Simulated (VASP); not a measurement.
# Ge3Pd (Pm-3m) in VASP: notebook

The runs below take Ge3Pd through single point, with LDA.

All numbers are computed with VASP 6.6.1; they aren't measurements. Logs are shortened: lines on timing, memory, paths and dates and some standing lists are left out, and cuts for length are marked.

### Step 1. The cell of the first run

It takes space group Pm-3m (No. 221, cubic). Conventional cell: a = 4.197 Å, b = 4.197 Å, c = 4.197 Å, α = 90.00°, β = 90.00°, γ = 90.00°. Pd (site symmetry m-3m) has 12 Ge at 2.97 Å within 3.9 Å. Ge (site symmetry 4/mmm) has 4 Pd at 2.97 Å and 8 Ge at 2.97 Å within 3.9 Å.

### Step 2. Single point, LDA (volume scaled by 1.04)

INCAR

```
PREC = Accurate ; ENCUT = 520
EDIFF = 1E-6 ; ISMEAR = -1
SIGMA = 0.05 ; LREAL = False
LASPH = True ; NELM = 100
ALGO = Normal ; ISIF = 2
LWAVE = False ; LCHARG = False
NBANDS = 34
```

KPOINTS

```
Automatic mesh
0
Gamma
  7 7 7
```

POSCAR

```
Ge3Pd
1.0
    4.1965295533      0.0000000000      0.0000000000
    0.0000000000      4.1965295533      0.0000000000
    0.0000000000      0.0000000000      4.1965295533
Pd Ge
1 3
Direct
    0.0000000000      0.0000000000      0.0000000000
    0.5000000000      0.5000000000      0.0000000000
    0.5000000000      0.0000000000      0.5000000000
    0.0000000000      0.5000000000      0.5000000000
```

Potentials or basis: VASP PAW LDA potentials, release 64 (Pd, Ge_d).

On the command line:

```sh
cat potpaw_LDA.64/Pd/POTCAR potpaw_LDA.64/Ge_d/POTCAR > POTCAR
mpirun -np 1 vasp_std > vasp.out
```

OUTCAR:

```text
PREC = Accurate
   ENCUT = 520
   EDIFF = 1E-6
   ISMEAR = -1
   LREAL = False
   LASPH = True
   NELM = 100
   ISIF = 2

 ion  position               nearest neighbor table
   1  0.000  0.000  0.000-   2 2.97   3 2.97   4 2.97   3 2.97   4 2.97   2 2.97   4 2.97   4 2.97
                             2 2.97   3 2.97   3 2.97   2 2.97
   2  0.500  0.500  0.000-   1 2.97   1 2.97   1 2.97   1 2.97
   3  0.500  0.000  0.500-   1 2.97   1 2.97   1 2.97   1 2.97
   4  0.000  0.500  0.500-   1 2.97   1 2.97   1 2.97   1 2.97

  LATTYP: Found a simple cubic cell.
 ALAT       =     4.1965295533

  Lattice vectors:

 A1 = (   4.1965295533,   0.0000000000,   0.0000000000)
 A2 = (   0.0000000000,   4.1965295533,   0.0000000000)
 A3 = (   0.0000000000,   0.0000000000,   4.1965295533)

Analysis of symmetry for initial positions (statically):
=====================================================================
 Subroutine PRICEL returns:
 Original cell was already a primitive cell.

 Routine SETGRP: Setting up the symmetry group for a
 simple cubic supercell.

 Subroutine GETGRP returns: Found 48 space group operations
 (whereof 48 operations were pure point group operations)
 out of a pool of 48 trial point group operations.

The static configuration has the point symmetry O_h .

Analysis of symmetry for dynamics (positions and initial velocities):
=====================================================================
 Subroutine PRICEL returns:
 Original cell was already a primitive cell.

 Routine SETGRP: Setting up the symmetry group for a
 simple cubic supercell.

 Subroutine GETGRP returns: Found 48 space group operations
 (whereof 48 operations were pure point group operations)
 out of a pool of 48 trial point group operations.

The dynamic configuration has the point symmetry O_h .

 Subroutine INISYM returns: Found 48 space group operations
 (whereof 48 operations are pure point group operations),
 and found     1 'primitive' translations

----------------------------------------------------------------------------------------

                                     Primitive cell

  volume of cell :      73.9045

  direct lattice vectors                    reciprocal lattice vectors
     4.196529553  0.000000000  0.000000000     0.238292138  0.000000000  0.000000000
     0.000000000  4.196529553  0.000000000     0.000000000  0.238292138  0.000000000
     0.000000000  0.000000000  4.196529553     0.000000000  0.000000000  0.238292138

  length of vectors
     4.196529553  4.196529553  4.196529553     0.238292138  0.238292138  0.238292138

  position of ions in fractional coordinates (direct lattice)
     0.000000000  0.000000000  0.000000000
     0.500000000  0.500000000  0.000000000
     0.500000000  0.000000000  0.500000000
     0.000000000  0.500000000  0.500000000

  ion indices of the primitive-cell ions
   primitive index   ion index
                 1           1
                 2           2
                 3           3
                 4           4

----------------------------------------------------------------------------------------

 KPOINTS: Automatic mesh

Automatic generation of k-mesh.
 Grid dimensions read from file:
 generate k-points for:    7    7    7

 Generating k-lattice:

  Cartesian coordinates                     Fractional coordinates (reciprocal lattice)
     0.034041734  0.000000000  0.000000000     0.142857143  0.000000000  0.000000000
     0.000000000  0.034041734  0.000000000     0.000000000  0.142857143  0.000000000
     0.000000000  0.000000000  0.034041734     0.000000000  0.000000000  0.142857143

  Length of vectors
     0.034041734  0.034041734  0.034041734

  Shift w.r.t. Gamma in fractional coordinates (k-lattice)
     0.000000000  0.000000000  0.000000000

 Subroutine IBZKPT returns following result:
 ===========================================

 Found     20 irreducible k-points:

 Following reciprocal coordinates:
            Coordinates               Weight
  0.000000  0.000000  0.000000      1.000000
  0.142857  0.000000  0.000000      6.000000
  0.285714  0.000000  0.000000      6.000000
  0.428571  0.000000  0.000000      6.000000
  0.142857  0.142857  0.000000     12.000000
  0.285714  0.142857  0.000000     24.000000
[... 12 lines left out ...]
  0.428571  0.428571  0.285714     24.000000
  0.428571  0.428571  0.428571      8.000000
   k-points           NKPTS =     20   k-points in BZ     NKDIM =     20   number of bands    NBANDS=     34
   number of dos      NEDOS =    301   number of ions     NIONS =      4
   total plane-waves  NPLWV =  32768
   dimension x,y,z NGX =    32 NGY =   32 NGZ =   32
   dimension x,y,z NGXF=    64 NGYF=   64 NGZF=   64
   ions per type =               1   3
   NGX,Y,Z   is equivalent  to a cutoff of  12.68, 12.68, 12.68 a.u.
   NGXF,Y,Z  is equivalent  to a cutoff of  25.35, 25.35, 25.35 a.u.
 SYSTEM =  unknown system
   PREC   = accura    normal or accurate (medium, high low for compatibility)
   ISTART =      0    job   : 0-new  1-cont  2-samecut
   ICHARG =      2    charge: 1-file 2-atom 10-const
   ISPIN  =      1    spin polarized calculation?
   LNONCOLLINEAR =      F non collinear calculations
   LSORBIT =      F    spin-orbit coupling
   LASPH  =      T    aspherical Exc in radial PAW
   ENCUT  =  520.0 eV  38.22 Ry    6.18 a.u.   7.80  7.80  7.80*2*pi/ulx,y,z
   NELM   =    100;   NELMIN=  2; NELMDL= -5     # of ELM steps
   EDIFF  = 0.1E-05   stopping-criterion for ELM
   LREAL  =      F    real-space projection
   EDIFFG = 0.1E-04   stopping-criterion for IOM
   NSW    =      0    number of steps for IOM
   IBRION =     -1    ionic relax: 0-MD 1-quasi-New 2-CG
   NFREE  =      0    steps in history (QN), initial steepest desc. (CG)
   ISIF   =      2    stress and relaxation
   ISYM   =      2    0-nonsym 1-usesym 2-fastsym
   POTIM  = 0.5000    time-step for ionic-motion
   TEBEG  =    0.0;   TEEND  =   0.0 temperature during run
   PSTRESS=    0.0 pullay stress
   NELECT =      52.0000    total number of electrons
   NUPDOWN=      -1.0000    fix difference up-down
   EMIN   =  10.00;   EMAX   =-10.00  energy-range for DOS
   EFERMI =   0.00;   METHOD = LEGACY
   ISMEAR =    -1;   SIGMA  =   0.05  broadening in eV -4-tet -1-fermi 0-gaus
   EFERMI_NEDOS =   21; number of points for ismear=-14 and -15
   IALGO  =     38    algorithm
   IMIX   =      4    mixing-type and parameters
     AMIX     =   0.40;   BMIX     =  1.00
     AMIX_MAG =   1.60;   BMIX_MAG =  1.00
  volume/ion in A,a.u.               =      18.48       124.68
  Fermi-wavevector in a.u.,A,eV,Ry     =   1.456081  2.751595 28.846706  2.120173
  Thomas-Fermi vector in A             =   2.573041
   LORBIT       =      0    0 simple, 1 ext, 2 COOP (PROOUT), +10 PAW based schemes
   GGA     = CA    functional components
   LHFCALC =     F    Hartree Fock is set to
   AEXX    =    0.0000 exact exchange contribution
   IVDW    =     0    specifies the selected vdW correction
   LEPSILON=     F    determine dielectric tensor
   LRPA    =     F    only Hartree local field effects (RPA)
 non-spin polarized calculation
  energy-cutoff  :      520.00
  volume of cell :       73.90
 maximum number of plane-waves:      2002
 NGX is ok and might be reduce to    32
   NGX = 15   NGY = 15   NGZ = 15

 number of electron      52.0000081 magnetization

 Free energy of the ion-electron system (eV)
  ---------------------------------------------------
  ext. energy  EPLUGINS =         0.00000000
  ---------------------------------------------------
  free energy    TOTEN  =       -21.55521911 eV

  energy without entropy =      -21.53451237  energy(sigma->0) =      -21.54486574

 E-fermi :   6.7589     XC(G=0): -11.7988

 val. band max:        6.7377729694   @ k =   0.4286   0.4286   0.1429
 cond. band min:       6.8002749505   @ k =   0.2857   0.1429   0.0000
 fundamental gap:      0.0625019811
 Fermi energy:         6.7589046998

 k-point     1 :       0.0000    0.0000    0.0000
  band No.  band energies     occupation
      1     -18.0190      2.00000
      2     -18.0190      2.00000
      3     -18.0190      2.00000
      4     -18.0091      2.00000
      5     -17.9587      2.00000
      6     -17.9587      2.00000
[... 26 lines left out ...]
     33      12.1854      0.00000
     34      15.7819      0.00000

 k-point     2 :       0.1429    0.0000    0.0000
  band No.  band energies     occupation
      1     -18.0180      2.00000
      2     -18.0120      2.00000
      3     -18.0120      2.00000
      4     -18.0045      2.00000
      5     -17.9581      2.00000
      6     -17.9547      2.00000
[... 26 lines left out ...]
     33      11.7084      0.00000
     34      15.7854      0.00000

 k-point     3 :       0.2857    0.0000    0.0000
  band No.  band energies     occupation
      1     -18.0158      2.00000
      2     -17.9924      2.00000
      3     -17.9922      2.00000
      4     -17.9922      2.00000
      5     -17.9565      2.00000
      6     -17.9440      2.00000
[... 26 lines left out ...]
     33      11.7513      0.00000
     34      15.7946      0.00000

 k-point     4 :       0.4286    0.0000    0.0000
  band No.  band energies     occupation
      1     -18.0140      2.00000
      2     -17.9790      2.00000
      3     -17.9638      2.00000
      4     -17.9638      2.00000
      5     -17.9545      2.00000
      6     -17.9378      2.00000
[... 26 lines left out ...]
     33      12.9929      0.00000
     34      15.3873      0.00000

 k-point     5 :       0.1429    0.1429    0.0000
  band No.  band energies     occupation
      1     -18.0129      2.00000
      2     -18.0092      2.00000
      3     -18.0076      2.00000
      4     -17.9988      2.00000
      5     -17.9559      2.00000
      6     -17.9520      2.00000
[... 473 lines left out ...]
 k-point    18 :       0.4286    0.2857    0.2857
  band No.  band energies     occupation
      1     -17.9899      2.00000
      2     -17.9772      2.00000
      3     -17.9733      2.00000
      4     -17.9656      2.00000
      5     -17.9588      2.00000
      6     -17.9532      2.00000
[... 26 lines left out ...]
     33      13.2559      0.00000
     34      15.5298      0.00000

 k-point    19 :       0.4286    0.4286    0.2857
  band No.  band energies     occupation
      1     -17.9845      2.00000
      2     -17.9765      2.00000
      3     -17.9761      2.00000
      4     -17.9704      2.00000
      5     -17.9635      2.00000
      6     -17.9583      2.00000
[... 26 lines left out ...]
     33      13.8896      0.00000
     34      16.9054      0.00000

 k-point    20 :       0.4286    0.4286    0.4286
  band No.  band energies     occupation
      1     -17.9851      2.00000
      2     -17.9803      2.00000
      3     -17.9803      2.00000
      4     -17.9712      2.00000
      5     -17.9712      2.00000
      6     -17.9668      2.00000
[... 26 lines left out ...]
     33      13.9066      0.00000
     34      18.3543      0.00000

------------------------ aborting loop because EDIFF is reached ----------------------------------------

  FORCE on cell =-STRESS in cart. coord.  units (eV):
  Direction    XX          YY          ZZ          XY          YZ          ZX
  --------------------------------------------------------------------------------------
  -------------------------------------------------------------------------------------
  Total       -4.3526675     -4.3526675     -4.3526675     -0.0000000     -0.0000000     -0.0000000
  in kB      -94.3615824    -94.3615824    -94.3615824     -0.0000000     -0.0000000     -0.0000000
  external PRESSURE =     -94.3615824 kB  Pullay stress =       0.0000000 kB

 VOLUME and BASIS-vectors are now :
 -----------------------------------------------------------------------------
  energy-cutoff  :      520.00
  volume of cell :       73.90
      direct lattice vectors                 reciprocal lattice vectors
     4.196529553  0.000000000  0.000000000     0.238292138  0.000000000  0.000000000
     0.000000000  4.196529553  0.000000000     0.000000000  0.238292138  0.000000000
     0.000000000  0.000000000  4.196529553     0.000000000  0.000000000  0.238292138

 POSITION                                       TOTAL-FORCE (eV/Angst)
 -----------------------------------------------------------------------------------
      0.00000      0.00000      0.00000         0.000000      0.000000      0.000000
      2.09826      2.09826      0.00000         0.000000      0.000000      0.000000
      2.09826      0.00000      2.09826         0.000000      0.000000      0.000000
      0.00000      2.09826      2.09826         0.000000      0.000000      0.000000
 -----------------------------------------------------------------------------------
    total drift:                                0.000000     -0.000000     -0.000000

  FREE ENERGIE OF THE ION-ELECTRON SYSTEM (eV)
  ---------------------------------------------------
  free  energy   TOTEN  =       -21.5552191124 eV

  energy  without entropy=      -21.5345123733  energy(sigma->0) =      -21.54486574
```

It took 26 s on 1 thread of Intel Xeon 6975P-C, shared host; peak memory 0.18 GiB.

What came out:

```yaml
Free_energy: -21.5552 eV
Pressure: -9.4 GPa
Band_gap_on_the_k_mesh: zero (band 26 reaches 6.91 eV, above the bottom of band 27 at 5.39 eV)
```

### Step 3. Single point, LDA (volume scaled by 1.06)

INCAR

```
ALGO = Normal
EDIFF = 1E-6
ENCUT = 520
GGA = CA
ISIF = 2
ISMEAR = -1
LASPH = True
LCHARG = True
LELF = True
LREAL = False
LVHAR = True
LWAVE = False
NBANDS = 34
NELM = 60
PREC = Accurate
SIGMA = 0.05
```

KPOINTS

```
k-points
0
Gamma
  7 7 7
```

POSCAR

```
Ge3Pd
1.0
    4.2232597616      0.0000000000      0.0000000000
    0.0000000000      4.2232597616      0.0000000000
    0.0000000000      0.0000000000      4.2232597616
Pd Ge
1 3
Direct
    0.0000000000      0.0000000000      0.0000000000
    0.5000000000      0.5000000000      0.0000000000
    0.5000000000      0.0000000000      0.5000000000
    0.0000000000      0.5000000000      0.5000000000
```

Potentials or basis: VASP PAW LDA potentials, release 64 (Pd, Ge_d).

On the command line:

```sh
cat potpaw_LDA.64/Pd/POTCAR potpaw_LDA.64/Ge_d/POTCAR > POTCAR
mpirun -np 1 vasp_std > vasp.out
```

OUTCAR:

```text
EDIFF = 1E-6
   ENCUT = 520
   GGA = CA
   ISIF = 2
   ISMEAR = -1
   LASPH = True
   LREAL = False
   NELM = 60
   PREC = Accurate

 ion  position               nearest neighbor table
   1  0.000  0.000  0.000-   2 2.99   3 2.99   4 2.99   3 2.99   4 2.99   2 2.99   4 2.99   4 2.99
                             2 2.99   3 2.99   3 2.99   2 2.99
   2  0.500  0.500  0.000-   1 2.99   1 2.99   1 2.99   1 2.99
   3  0.500  0.000  0.500-   1 2.99   1 2.99   1 2.99   1 2.99
   4  0.000  0.500  0.500-   1 2.99   1 2.99   1 2.99   1 2.99

  LATTYP: Found a simple cubic cell.
 ALAT       =     4.2232597616

  Lattice vectors:

 A1 = (   4.2232597616,   0.0000000000,   0.0000000000)
 A2 = (   0.0000000000,   4.2232597616,   0.0000000000)
 A3 = (   0.0000000000,   0.0000000000,   4.2232597616)

Analysis of symmetry for initial positions (statically):
=====================================================================
 Subroutine PRICEL returns:
 Original cell was already a primitive cell.

 Routine SETGRP: Setting up the symmetry group for a
 simple cubic supercell.

[... 163 lines left out ...]
  energy without entropy =      -21.44556815  energy(sigma->0) =      -21.45634191

 E-fermi :   6.5232     XC(G=0): -11.6992

 val. band max:        6.5036647629   @ k =   0.4286   0.4286   0.1429
 cond. band min:       6.5418449402   @ k =   0.2857   0.1429   0.0000
 fundamental gap:      0.0381801772
 Fermi energy:         6.5231787398

 k-point     1 :       0.0000    0.0000    0.0000
  band No.  band energies     occupation
      1     -18.2317      2.00000
      2     -18.2317      2.00000
      3     -18.2317      2.00000
      4     -18.2223      2.00000
      5     -18.1736      2.00000
      6     -18.1736      2.00000
[... 729 lines left out ...]
     33      13.5509      0.00000
     34      18.0315      0.00000

------------------------ aborting loop because EDIFF is reached ----------------------------------------

  FORCE on cell =-STRESS in cart. coord.  units (eV):
  Direction    XX          YY          ZZ          XY          YZ          ZX
  --------------------------------------------------------------------------------------
  -------------------------------------------------------------------------------------
  Total       -4.9528959     -4.9528959     -4.9528959      0.0000000     -0.0000000      0.0000000
  in kB     -105.3480246   -105.3480246   -105.3480246      0.0000000     -0.0000000      0.0000000
  external PRESSURE =    -105.3480246 kB  Pullay stress =       0.0000000 kB

 VOLUME and BASIS-vectors are now :
 -----------------------------------------------------------------------------
  energy-cutoff  :      520.00
  volume of cell :       75.33
      direct lattice vectors                 reciprocal lattice vectors
     4.223259762  0.000000000  0.000000000     0.236783920  0.000000000  0.000000000
     0.000000000  4.223259762  0.000000000     0.000000000  0.236783920  0.000000000
     0.000000000  0.000000000  4.223259762     0.000000000  0.000000000  0.236783920

 POSITION                                       TOTAL-FORCE (eV/Angst)
 -----------------------------------------------------------------------------------
      0.00000      0.00000      0.00000         0.000000      0.000000      0.000000
      2.11163      2.11163      0.00000         0.000000      0.000000      0.000000
      2.11163      0.00000      2.11163         0.000000      0.000000      0.000000
      0.00000      2.11163      2.11163         0.000000      0.000000      0.000000
 -----------------------------------------------------------------------------------
    total drift:                                0.000000     -0.000000     -0.000000

  FREE ENERGIE OF THE ION-ELECTRON SYSTEM (eV)
  ---------------------------------------------------
  free  energy   TOTEN  =       -21.4671156753 eV

  energy  without entropy=      -21.4455681461  energy(sigma->0) =      -21.45634191
```

OSZICAR:

```text
N       E                     dE             d eps       ncg     rms          rms(c)
DAV:   1     0.466568776460E+03    0.46657E+03   -0.24844E+04  1630   0.402E+03
DAV:   2     0.566629884197E+02   -0.40991E+03   -0.39536E+03  1360   0.808E+02
DAV:   3    -0.178147613555E+02   -0.74478E+02   -0.73191E+02  1570   0.198E+02
DAV:   4    -0.215218279164E+02   -0.37071E+01   -0.36874E+01  1496   0.491E+01
DAV:   5    -0.216121584344E+02   -0.90331E-01   -0.90289E-01  1562   0.839E+00    0.420E+00
DAV:   6    -0.215192268431E+02    0.92932E-01   -0.50594E-01  1484   0.501E+00    0.249E+00
DAV:   7    -0.214815695566E+02    0.37657E-01   -0.12049E-01  1652   0.282E+00    0.150E+00
DAV:   8    -0.214676499063E+02    0.13920E-01   -0.48807E-02  1544   0.124E+00    0.215E-01
DAV:   9    -0.214672002844E+02    0.44962E-03   -0.45091E-03  1712   0.898E-01    0.983E-02
DAV:  10    -0.214671155733E+02    0.84711E-04   -0.55043E-04  1420   0.176E-01    0.256E-02
DAV:  11    -0.214671157013E+02   -0.12792E-06   -0.54710E-05  1648   0.801E-02    0.924E-03
DAV:  12    -0.214671156753E+02    0.25955E-07   -0.69119E-06  1446   0.297E-02
   1 F= -.21467116E+02 E0= -.21456342E+02  d E =-.215475E-01
```

It took 26 s on 1 thread of Intel Xeon 6975P-C, shared host; peak memory 0.18 GiB.

What came out:

| Quantity | Value |
| --- | --- |
| Free energy | -21.4671 eV |
| Pressure | -10.5 GPa |
| Band gap on the k mesh | zero (band 26 reaches 6.71 eV, above the bottom of band 27 at 5.18 eV) |
